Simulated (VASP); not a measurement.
# AlN (F-43m) in VASP: vibrations by perturbation theory with LDA

Aim: the vibrations by perturbation theory of AlN with LDA.

Program: VASP 6.6.1. These are calculated values, not measurements. Logs are shortened: lines on timing, memory, paths and dates and some standing lists are left out, and cuts for length are marked.

## (1) The cell of the first run

It takes space group F-43m (No. 216, cubic). The conventional cell has a = 4.226 Å, b = 4.226 Å, c = 4.226 Å, α = 90.00°, β = 90.00°, γ = 90.00°. Within 2.4 Å of Al (site symmetry -43m) lie 4 N at 1.83 Å. N (site symmetry -43m) has 4 Al at 1.83 Å within 2.4 Å.

## (2) Vibrations by perturbation theory, LDA

Contents of INCAR:

```
SYSTEM = AlN
ALGO = Normal
EDIFF = 1E-8
ENCUT = 520
IBRION = 8
ISIF = 2
ISMEAR = 0
LASPH = .TRUE.
LCHARG = .FALSE.
LEPSILON = .TRUE.
LREAL = .FALSE.
LWAVE = .FALSE.
NELM = 80
NSW = 1
PREC = Accurate
SIGMA = 0.01
```

Contents of KPOINTS:

```
k-points
0
G
  10 10 10
  0 0 0
```

Contents of POSCAR:

```
AlN
1.0
    0.0000000000      2.1130398552      2.1130398552
    2.1130398552      0.0000000000      2.1130398552
    2.1130398552      2.1130398552      0.0000000000
Al N
1 1
Direct
    0.0000000000      0.0000000000      0.0000000000
    0.7500000000      0.7500000000      0.7500000000
```

Potentials or basis: VASP PAW LDA potentials, release 64 (Al, N).

Run with:

```
$ cat potpaw_LDA.64/Al/POTCAR potpaw_LDA.64/N/POTCAR > POTCAR
$ mpirun -np 1 vasp_std > vasp.out
```

OUTCAR:

```text
SYSTEM = AlN
   EDIFF = 1E-8
   ENCUT = 520
   IBRION = 8
   ISIF = 2
   ISMEAR = 0
   LASPH = .TRUE.
   LEPSILON = .TRUE.
   LREAL = .FALSE.
   NELM = 80
   NSW = 1
   PREC = Accurate

 ion  position               nearest neighbor table
   1  0.000  0.000  0.000-   2 1.83   2 1.83   2 1.83   2 1.83
   2  0.750  0.750  0.750-   1 1.83   1 1.83   1 1.83   1 1.83

  LATTYP: Found a face centered cubic cell.
 ALAT       =     4.2260797104

  Lattice vectors:

 A1 = (   0.0000000000,   2.1130398552,   2.1130398552)
 A2 = (   2.1130398552,   0.0000000000,   2.1130398552)
 A3 = (   2.1130398552,   2.1130398552,   0.0000000000)

Analysis of symmetry for initial positions (statically):
=====================================================================
 Subroutine PRICEL returns:
 Original cell was already a primitive cell.

 Routine SETGRP: Setting up the symmetry group for a
 face centered cubic supercell.

 Subroutine GETGRP returns: Found 24 space group operations
 (whereof 24 operations were pure point group operations)
 out of a pool of 48 trial point group operations.

The static configuration has the point symmetry T_d .

Analysis of symmetry for dynamics (positions and initial velocities):
=====================================================================
 Subroutine PRICEL returns:
 Original cell was already a primitive cell.

 Routine SETGRP: Setting up the symmetry group for a
 face centered cubic supercell.

 Subroutine GETGRP returns: Found 24 space group operations
 (whereof 24 operations were pure point group operations)
 out of a pool of 48 trial point group operations.

The dynamic configuration has the point symmetry T_d .

 Subroutine INISYM returns: Found 24 space group operations
 (whereof 24 operations are pure point group operations),
 and found     1 'primitive' translations

----------------------------------------------------------------------------------------

                                     Primitive cell

  volume of cell :      18.8692

  direct lattice vectors                    reciprocal lattice vectors
     0.000000000  2.113039855  2.113039855    -0.236625920  0.236625920  0.236625920
     2.113039855  0.000000000  2.113039855     0.236625920 -0.236625920  0.236625920
     2.113039855  2.113039855  0.000000000     0.236625920  0.236625920 -0.236625920

  length of vectors
     2.988289621  2.988289621  2.988289621     0.409848116  0.409848116  0.409848116

  position of ions in fractional coordinates (direct lattice)
     0.000000000  0.000000000  0.000000000
     0.750000000  0.750000000  0.750000000

  ion indices of the primitive-cell ions
   primitive index   ion index
                 1           1
                 2           2

----------------------------------------------------------------------------------------

 KPOINTS: k-points

Automatic generation of k-mesh.
 Grid dimensions read from file:
 generate k-points for:   10   10   10

 Generating k-lattice:

  Cartesian coordinates                     Fractional coordinates (reciprocal lattice)
    -0.023662592  0.023662592  0.023662592     0.100000000  0.000000000  0.000000000
     0.023662592 -0.023662592  0.023662592     0.000000000  0.100000000  0.000000000
     0.023662592  0.023662592 -0.023662592     0.000000000  0.000000000  0.100000000

  Length of vectors
     0.040984812  0.040984812  0.040984812

  Shift w.r.t. Gamma in fractional coordinates (k-lattice)
     0.000000000  0.000000000  0.000000000

 Subroutine IBZKPT returns following result:
 ===========================================

 Found     47 irreducible k-points:

 Following reciprocal coordinates:
[... 370 lines left out ...]
  energy-cutoff  :      520.00
  volume of cell :       18.87
      direct lattice vectors                 reciprocal lattice vectors
     0.000000000  2.113039855  2.113039855    -0.236625920  0.236625920  0.236625920
     2.113039855  0.000000000  2.113039855     0.236625920 -0.236625920  0.236625920
     2.113039855  2.113039855  0.000000000     0.236625920  0.236625920 -0.236625920

 POSITION                                       TOTAL-FORCE (eV/Angst)
 -----------------------------------------------------------------------------------
      0.00000      0.00000      0.00000        -0.000000     -0.000000     -0.000000
      3.16956      3.16956      3.16956         0.000000      0.000000      0.000000
 -----------------------------------------------------------------------------------
    total drift:                                0.000000      0.000000      0.000000

  FREE ENERGIE OF THE ION-ELECTRON SYSTEM (eV)
  ---------------------------------------------------
  free  energy   TOTEN  =       -16.2728959472 eV

  energy  without entropy=      -16.2728959472  energy(sigma->0) =      -16.27289595

 HEAD OF MICROSCOPIC STATIC DIELECTRIC TENSOR (INDEPENDENT PARTICLE, excluding Hartree and local field effects)
 ------------------------------------------------------
           4.645694     0.000000    -0.000000
          -0.000000     4.645694     0.000000
           0.000000     0.000000     4.645694
 ------------------------------------------------------

 Free energy of the ion-electron system (eV)
  ---------------------------------------------------
  ---------------------------------------------------
  free energy    TOTEN  =        -0.19063769 eV

  energy without entropy =       -0.19063769

------------------------ aborting loop because EDIFF is reached ----------------------------------------

--------------------------------------- Ionic step        2  -------------------------------------------

------------------------ aborting loop because EDIFF is reached ----------------------------------------

--------------------------------------- Ionic step        3  -------------------------------------------

------------------------ aborting loop because EDIFF is reached ----------------------------------------

 PIEZOELECTRIC TENSOR FIELD DIRECTION 3  (e Angst)
 -----------------------------------------------------------------------------
    -0.00047  0.67559  0.00000           ( -0.00000  0.00464  0.00000)
     0.67559 -0.00047  0.00000           (  0.00464 -0.00000  0.00000)
     0.00000  0.00000  0.00047           (  0.00000  0.00000 -0.00000)

 PIEZOELECTRIC TENSOR FIELD DIRECTION 3  (C/m^2)
 -----------------------------------------------------------------------------
    -0.00040  0.57364  0.00000
     0.57364 -0.00040  0.00000
     0.00000  0.00000  0.00040

--------------------------------------- Ionic step        4  -------------------------------------------

------------------------ aborting loop because EDIFF is reached ----------------------------------------

[... ionic steps 5 to 6 ...]

--------------------------------------- Ionic step        7  -------------------------------------------

 Free energy of the ion-electron system (eV)
  ---------------------------------------------------
  ---------------------------------------------------
  free energy    TOTEN  =        -0.23691873 eV

  energy without entropy =       -0.23691873

------------------------ aborting loop because EDIFF is reached ----------------------------------------

 INTERNAL STRAIN TENSOR  FOR ION    2  DIRECTION 1   (eV/Angst):
 -----------------------------------------------------------------------------
     0.00108  0.00000  0.00000
     0.00000 -0.00019 14.64674
     0.00000 14.64674 -0.00019

 MACROSCOPIC STATIC DIELECTRIC TENSOR (including local field effects in DFT)
 ------------------------------------------------------
           4.426154    -0.000000     0.000000
           0.000000     4.426154    -0.000000
           0.000000    -0.000000     4.426154
 ------------------------------------------------------

 PIEZOELECTRIC TENSOR (including local field effects)  for field in x, y, z        (e  Angst)
          XX          YY          ZZ          XY          YZ          ZX
  --------------------------------------------------------------------------------
  x     0.00000    -0.00000    -0.00000     0.00000     0.67562     0.00000
  y    -0.00000     0.00000    -0.00000     0.00000     0.00000     0.67562
  z     0.00000     0.00000     0.00000     0.67562     0.00000     0.00000

 PIEZOELECTRIC TENSOR (including local field effects)  for field in x, y, z        (C/m^2)
          XX          YY          ZZ          XY          YZ          ZX
  --------------------------------------------------------------------------------
  x     0.00000    -0.00000    -0.00000     0.00000     0.57366     0.00000
  y    -0.00000     0.00000    -0.00000     0.00000     0.00000     0.57366
  z     0.00000     0.00000     0.00000     0.57366     0.00000     0.00000

 BORN EFFECTIVE CHARGES (including local field effects) (in |e|, cummulative output)
 ---------------------------------------------------------------------------------
 ion    1
    1     2.51920     0.00000     0.00000
    2     0.00000     2.51920    -0.00000
    3     0.00000    -0.00000     2.51920
 ion    2
    1    -2.51920    -0.00000    -0.00000
    2    -0.00000    -2.51920     0.00000
    3     0.00000     0.00000    -2.51920

 INTERNAL STRAIN TENSOR FOR ION    2 for displacements in x,y,z  (eV/Angst):
          X           Y           Z          XY          YZ          ZX
  --------------------------------------------------------------------------------
  x     0.00000    -0.00000    -0.00000     0.00000    14.64674     0.00000
  y    -0.00000     0.00000    -0.00000     0.00000     0.00000    14.64674
  z    -0.00000    -0.00000     0.00000    14.64674     0.00000     0.00000

 SECOND DERIVATIVES (NOT SYMMETRIZED)
 ------------------------------------
               1X          1Y          1Z          2X          2Y          2Z
  1X   -19.175417    0.000000    0.000000   19.175417    0.000000    0.000000
  1Y     0.000000  -19.175417    0.000000    0.000000   19.175417    0.000000
  1Z     0.000000    0.000000  -19.175417    0.000000    0.000000   19.175417
  2X    19.174135    0.000000    0.000000  -19.174135    0.000000    0.000000
  2Y     0.000000   19.174135    0.000000    0.000000  -19.174135    0.000000
  2Z     0.000000    0.000000   19.174135    0.000000    0.000000  -19.174135

 Eigenvectors and eigenvalues of the dynamical matrix
 ----------------------------------------------------

   1 f  =   22.547667 THz   141.671168 2PiTHz  752.109203 cm-1    93.249615 meV
             X         Y         Z           dx          dy          dz
      0.000000  0.000000  0.000000     0.000000    0.584511   -0.000000
      3.169560  3.169560  3.169560     0.000000   -0.811386   -0.000000
[... 21 lines left out ...]
   6 f/i=    0.000357 THz     0.002246 2PiTHz    0.011924 cm-1     0.001478 meV
             X         Y         Z           dx          dy          dz
      0.000000  0.000000  0.000000    -0.531223   -0.525346    0.316482
      3.169560  3.169560  3.169560    -0.382685   -0.378452    0.227989

--------------------------------------------------------------------------------------------------------

 MACROSCOPIC STATIC DIELECTRIC TENSOR IONIC CONTRIBUTION
 ------------------------------------------------------
           3.173997     0.000000     0.000000
           0.000000     3.173997    -0.000000
           0.000000    -0.000000     3.173997
 ------------------------------------------------------

 ELASTIC MODULI CONTR FROM IONIC RELAXATION (kBar)
 Direction    XX          YY          ZZ          XY          YZ          ZX
 --------------------------------------------------------------------------------
 XX          -0.0000      0.0000      0.0000      0.0000     -0.0000      0.0000
 YY           0.0000     -0.0000      0.0000      0.0000      0.0000     -0.0000
 ZZ           0.0000      0.0000     -0.0000     -0.0000      0.0000      0.0000
 XY           0.0000      0.0000     -0.0000   -908.4818      0.0000      0.0000
 YZ          -0.0000      0.0000      0.0000      0.0000   -908.4818      0.0000
 ZX           0.0000     -0.0000      0.0000      0.0000      0.0000   -908.4818
 --------------------------------------------------------------------------------

 PIEZOELECTRIC TENSOR IONIC CONTR  for field in x, y, z        (C/m^2)
          XX          YY          ZZ          XY          YZ          ZX
  --------------------------------------------------------------------------------
  x    -0.00000     0.00000     0.00000    -0.00000    -1.59784    -0.00000
  y     0.00000    -0.00000     0.00000     0.00000    -0.00000    -1.59784
  z     0.00000     0.00000    -0.00000    -1.59784     0.00000     0.00000
```

Run time: 2.8 min. Hardware: 1 thread of Intel Xeon 8259CL, shared host; peak memory 0.19 GiB.

What came out:

```
Electronic dielectric tensor (diagonal)                 : 4.43
Born charges (mean of the diagonal)                     : Al +2.52; N -2.52 e
Highest phonon frequency at Γ, LO-TO splitting left out : 752 cm⁻¹
```

Phonon frequencies in cm⁻¹ (negative: imaginary):
```csv
q point,frequencies
"(0.000, 0.000, 0.000)",0 0 0 752 752 752
```

Electronic dielectric tensor:
```
4.43 0.00 0.00
0.00 4.43 0.00
0.00 0.00 4.43
```

Born effective charge tensors (e):
atom 1, Al
```
2.52 0.00 0.00
0.00 2.52 0.00
0.00 0.00 2.52
```
atom 2, N
```
-2.52  0.00  0.00
 0.00 -2.52  0.00
 0.00  0.00 -2.52
```

Caveat: the cell stands under pressure or tension, which shifts response properties.
